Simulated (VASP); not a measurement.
# Cd (Im-3m) in VASP: single point with PBE

Aim: the single point of Cd with PBE.

All numbers are computed with VASP 6.6.1; they aren't measurements. Logs are shortened: lines on timing, memory, paths and dates and some standing lists are left out, and cuts for length are marked.

### Step 1. The cell of the first run

The structure is cubic, space group Im-3m (No. 229). The conventional cell has a = 3.569 Å, b = 3.569 Å, c = 3.569 Å, α = 90.00°, β = 90.00°, γ = 90.00°. Within 4.1 Å of Cd (site symmetry m-3m) lie 14 Cd at 3.09 to 3.57 Å.

### Step 2. Single point, PBE

INCAR reads:

```
SYSTEM = Cd
  PREC = Accurate
  ENCUT = 520
  EDIFF = 1E-7
  ISMEAR = 0
  SIGMA = 0.05
  LREAL = .False.
  LASPH = .True.
  NELM = 60
  ALGO = Normal
  ISIF = 2
  LWAVE = .False.
  LCHARG = .False.
  GGA = PE
  NBANDS = 12
```

KPOINTS reads:

```
Automatic mesh
0
Gamma
  9 9 9
  0 0 0
```

POSCAR reads:

```
Cd
1.0
   -1.7843200000      1.7843200000      1.7843200000
    1.7843200000     -1.7843200000      1.7843200000
    1.7843200000      1.7843200000     -1.7843200000
Cd
1
Direct
    0.0000000000      0.0000000000      0.0000000000
```

Potentials or basis: VASP PAW PBE potentials, release 64 (Cd).

On the command line:

```console
cat potpaw_PBE.64/Cd/POTCAR > POTCAR
mpirun -np 1 vasp_std > vasp.out
```

OUTCAR:

```text
SYSTEM = Cd
   PREC = Accurate
   ENCUT = 520
   EDIFF = 1E-7
   ISMEAR = 0
   LREAL = .False.
   LASPH = .True.
   NELM = 60
   ISIF = 2
   GGA = PE

 ion  position               nearest neighbor table
   1  0.000  0.000  0.000-

  LATTYP: Found a body centered cubic cell.
 ALAT       =     3.5686400000

  Lattice vectors:

 A1 = (  -1.7843200000,   1.7843200000,   1.7843200000)
 A2 = (   1.7843200000,  -1.7843200000,   1.7843200000)
 A3 = (   1.7843200000,   1.7843200000,  -1.7843200000)

Analysis of symmetry for initial positions (statically):
=====================================================================
 Subroutine PRICEL returns:
 Original cell was already a primitive cell.

 Routine SETGRP: Setting up the symmetry group for a
 body centered cubic supercell.

 Subroutine GETGRP returns: Found 48 space group operations
 (whereof 48 operations were pure point group operations)
 out of a pool of 48 trial point group operations.

The static configuration has the point symmetry O_h .

Analysis of symmetry for dynamics (positions and initial velocities):
=====================================================================
 Subroutine PRICEL returns:
 Original cell was already a primitive cell.

 Routine SETGRP: Setting up the symmetry group for a
 body centered cubic supercell.

 Subroutine GETGRP returns: Found 48 space group operations
 (whereof 48 operations were pure point group operations)
 out of a pool of 48 trial point group operations.

The dynamic configuration has the point symmetry O_h .

 Subroutine INISYM returns: Found 48 space group operations
 (whereof 48 operations are pure point group operations),
 and found     1 'primitive' translations

----------------------------------------------------------------------------------------

                                     Primitive cell

  volume of cell :      22.7237

  direct lattice vectors                    reciprocal lattice vectors
    -1.784320000  1.784320000  1.784320000     0.000000000  0.280218795  0.280218795
     1.784320000 -1.784320000  1.784320000     0.280218795  0.000000000  0.280218795
     1.784320000  1.784320000 -1.784320000     0.280218795  0.280218795  0.000000000

  length of vectors
     3.090532897  3.090532897  3.090532897     0.396289220  0.396289220  0.396289220

  position of ions in fractional coordinates (direct lattice)
     0.000000000  0.000000000  0.000000000

  ion indices of the primitive-cell ions
   primitive index   ion index
                 1           1

----------------------------------------------------------------------------------------

 KPOINTS: Automatic mesh

Automatic generation of k-mesh.
 Grid dimensions read from file:
 generate k-points for:    9    9    9

 Generating k-lattice:

  Cartesian coordinates                     Fractional coordinates (reciprocal lattice)
     0.000000000  0.031135422  0.031135422     0.111111111  0.000000000  0.000000000
     0.031135422  0.000000000  0.031135422     0.000000000  0.111111111  0.000000000
     0.031135422  0.031135422  0.000000000     0.000000000  0.000000000  0.111111111

  Length of vectors
     0.044032136  0.044032136  0.044032136

  Shift w.r.t. Gamma in fractional coordinates (k-lattice)
     0.000000000  0.000000000  0.000000000

 Subroutine IBZKPT returns following result:
 ===========================================

 Found     35 irreducible k-points:

 Following reciprocal coordinates:
            Coordinates               Weight
  0.000000  0.000000  0.000000      1.000000
  0.111111  0.000000  0.000000     12.000000
  0.222222  0.000000  0.000000     12.000000
  0.333333  0.000000  0.000000     12.000000
  0.444444  0.000000  0.000000     12.000000
  0.111111  0.111111  0.000000     24.000000
[... 16 lines left out ...]
 -0.333333  0.444444  0.111111     48.000000
 -0.444444 -0.444444  0.111111     24.000000
 [... further k-points ...]
   k-points           NKPTS =     35   k-points in BZ     NKDIM =     35   number of bands    NBANDS=     12
   number of dos      NEDOS =    301   number of ions     NIONS =      1
   total plane-waves  NPLWV =  13824
   dimension x,y,z NGX =    24 NGY =   24 NGZ =   24
   dimension x,y,z NGXF=    48 NGYF=   48 NGZF=   48
   ions per type =               1
   NGX,Y,Z   is equivalent  to a cutoff of  12.91, 12.91, 12.91 a.u.
   NGXF,Y,Z  is equivalent  to a cutoff of  25.82, 25.82, 25.82 a.u.
 SYSTEM =  Cd
   PREC   = accura    normal or accurate (medium, high low for compatibility)
   ISTART =      0    job   : 0-new  1-cont  2-samecut
   ICHARG =      2    charge: 1-file 2-atom 10-const
   ISPIN  =      1    spin polarized calculation?
   LNONCOLLINEAR =      F non collinear calculations
   LSORBIT =      F    spin-orbit coupling
   LASPH  =      T    aspherical Exc in radial PAW
   ENCUT  =  520.0 eV  38.22 Ry    6.18 a.u.   5.75  5.75  5.75*2*pi/ulx,y,z
   NELM   =     60;   NELMIN=  2; NELMDL= -5     # of ELM steps
   EDIFF  = 0.1E-06   stopping-criterion for ELM
   LREAL  =      F    real-space projection
   EDIFFG = 0.1E-05   stopping-criterion for IOM
   NSW    =      0    number of steps for IOM
   IBRION =     -1    ionic relax: 0-MD 1-quasi-New 2-CG
   NFREE  =      0    steps in history (QN), initial steepest desc. (CG)
   ISIF   =      2    stress and relaxation
   ISYM   =      2    0-nonsym 1-usesym 2-fastsym
   POTIM  = 0.5000    time-step for ionic-motion
   TEBEG  =    0.0;   TEEND  =   0.0 temperature during run
   PSTRESS=    0.0 pullay stress
   NELECT =      12.0000    total number of electrons
   NUPDOWN=      -1.0000    fix difference up-down
   EMIN   =  10.00;   EMAX   =-10.00  energy-range for DOS
   EFERMI =   0.00;   METHOD = LEGACY
   ISMEAR =     0;   SIGMA  =   0.05  broadening in eV -4-tet -1-fermi 0-gaus
   EFERMI_NEDOS =   21; number of points for ismear=-14 and -15
   IALGO  =     38    algorithm
   IMIX   =      4    mixing-type and parameters
     AMIX     =   0.40;   BMIX     =  1.00
     AMIX_MAG =   1.60;   BMIX_MAG =  1.00
  volume/ion in A,a.u.               =      22.72       153.35
  Fermi-wavevector in a.u.,A,eV,Ry     =   1.323252  2.500583 23.823739  1.750995
  Thomas-Fermi vector in A             =   2.452873
   LORBIT       =      0    0 simple, 1 ext, 2 COOP (PROOUT), +10 PAW based schemes
   GGA     = PE    functional components
   LHFCALC =     F    Hartree Fock is set to
   AEXX    =    0.0000 exact exchange contribution
   IVDW    =     0    specifies the selected vdW correction
   LEPSILON=     F    determine dielectric tensor
   LRPA    =     F    only Hartree local field effects (RPA)
 non-spin polarized calculation
 Gauss-broadening in eV      SIGMA  =   0.05
  energy-cutoff  :      520.00
  volume of cell :       22.72
 maximum number of plane-waves:       627
   NGX = 11   NGY = 11   NGZ = 11

 number of electron      12.0000006 magnetization

 Free energy of the ion-electron system (eV)
  ---------------------------------------------------
  ext. energy  EPLUGINS =         0.00000000
  ---------------------------------------------------
  free energy    TOTEN  =        -0.67897764 eV

  energy without entropy =       -0.67860598  energy(sigma->0) =       -0.67879181

 E-fermi :   2.7036     XC(G=0): -10.7711

 val. band max:        2.6550390329   @ k =   0.3333   0.2222   0.1111
 cond. band min:       2.8113814276   @ k =   0.3333   0.2222   0.1111
 fundamental gap:      0.1563423947
 Fermi energy:         2.7036292180

 k-point     1 :       0.0000    0.0000    0.0000
  band No.  band energies     occupation
      1      -6.5412      2.00000
      2      -6.5412      2.00000
      3      -6.5412      2.00000
      4      -5.9415      2.00000
      5      -5.9415      2.00000
      6      -5.9292      2.00000
      7      17.9686      0.00000
      8      17.9686      0.00000
      9      17.9686      0.00000
     10      18.4706      0.00000
     11      18.4706      0.00000
     12      18.4706      0.00000

 k-point     2 :       0.1111    0.0000    0.0000
  band No.  band energies     occupation
      1      -6.5773      2.00000
      2      -6.5388      2.00000
      3      -6.4341      2.00000
      4      -5.9824      2.00000
      5      -5.9400      2.00000
      6      -5.5868      2.00000
      7      14.8547      0.00000
      8      16.6934      0.00000
      9      16.8807      0.00000
     10      17.5270      0.00000
     11      17.7383      0.00000
     12      18.5496      0.00000

 k-point     3 :       0.2222    0.0000    0.0000
  band No.  band energies     occupation
      1      -6.6677      2.00000
      2      -6.6159      2.00000
      3      -6.1516      2.00000
      4      -6.0303      2.00000
      5      -5.9347      2.00000
      6      -4.5268      2.00000
      7      10.4539      0.00000
      8      14.6490      0.00000
      9      14.7557      0.00000
     10      16.8245      0.00000
     11      17.0965      0.00000
     12      19.7078      0.00000
[... 286 lines left out ...]
 k-point    23 :      -0.3333    0.4444    0.1111
  band No.  band energies     occupation
      1      -6.6863      2.00000
      2      -6.5698      2.00000
      3      -6.2293      2.00000
      4      -6.0616      2.00000
      5      -5.7216      2.00000
      6      -0.6614      2.00000
      7       5.3135      0.00000
      8       8.1584      0.00000
      9      13.3090      0.00000
     10      16.0204      0.00000
     11      17.9762      0.00000
     12      21.7679      0.00000

 k-point    24 :      -0.4444   -0.4444    0.1111
  band No.  band energies     occupation
      1      -6.7433      2.00000
      2      -6.5888      2.00000
      3      -6.2556      2.00000
      4      -6.0205      2.00000
      5      -5.6202      2.00000
      6       1.8715      2.00000
      7       2.2242      2.00000
      8       7.7700      0.00000
      9      12.9827      0.00000
     10      16.7907      0.00000
     11      18.5578      0.00000
     12      19.7620      0.00000

 [... further k-points ...]

------------------------ aborting loop because EDIFF is reached ----------------------------------------

  FORCE on cell =-STRESS in cart. coord.  units (eV):
  Direction    XX          YY          ZZ          XY          YZ          ZX
  --------------------------------------------------------------------------------------
  -------------------------------------------------------------------------------------
  Total        0.2886596      0.2886596      0.2886596      0.0000000      0.0000000     -0.0000000
  in kB       20.3525300     20.3525300     20.3525300      0.0000000      0.0000000     -0.0000000
  external PRESSURE =      20.3525300 kB  Pullay stress =       0.0000000 kB

 VOLUME and BASIS-vectors are now :
 -----------------------------------------------------------------------------
  energy-cutoff  :      520.00
  volume of cell :       22.72
      direct lattice vectors                 reciprocal lattice vectors
    -1.784320000  1.784320000  1.784320000     0.000000000  0.280218795  0.280218795
     1.784320000 -1.784320000  1.784320000     0.280218795  0.000000000  0.280218795
     1.784320000  1.784320000 -1.784320000     0.280218795  0.280218795  0.000000000

 POSITION                                       TOTAL-FORCE (eV/Angst)
 -----------------------------------------------------------------------------------
      0.00000      0.00000      0.00000         0.000000      0.000000      0.000000
 -----------------------------------------------------------------------------------
    total drift:                                0.000000      0.000000     -0.000000

  FREE ENERGIE OF THE ION-ELECTRON SYSTEM (eV)
  ---------------------------------------------------
  free  energy   TOTEN  =        -0.6789776397 eV

  energy  without entropy=       -0.6786059790  energy(sigma->0) =       -0.67879181
```

It took 3.5 s on 1 thread of Intel Xeon 6975P-C, shared host; peak memory 0.14 GiB.

What came out:

```yaml
Free_energy: -0.6790 eV
Pressure: 2.0 GPa
Band_gap_on_the_k_mesh: zero (band 6 reaches 4.60 eV, above the bottom of band 7 at 1.80 eV)
```

Levels at points of the mesh, in eV from the Fermi level:
| k point | band 2 | band 3 | band 4 | band 5 | band 6 | band 7 | band 8 | band 9 | band 10 | band 11 |
| --- | --- | --- | --- | --- | --- | --- | --- | --- | --- | --- |
| (0.00, 0.00, 0.00) | -9.24 | -9.24 | -8.65 | -8.65 | -8.63 | 15.26 | 15.26 | 15.26 | 15.77 | 15.77 |
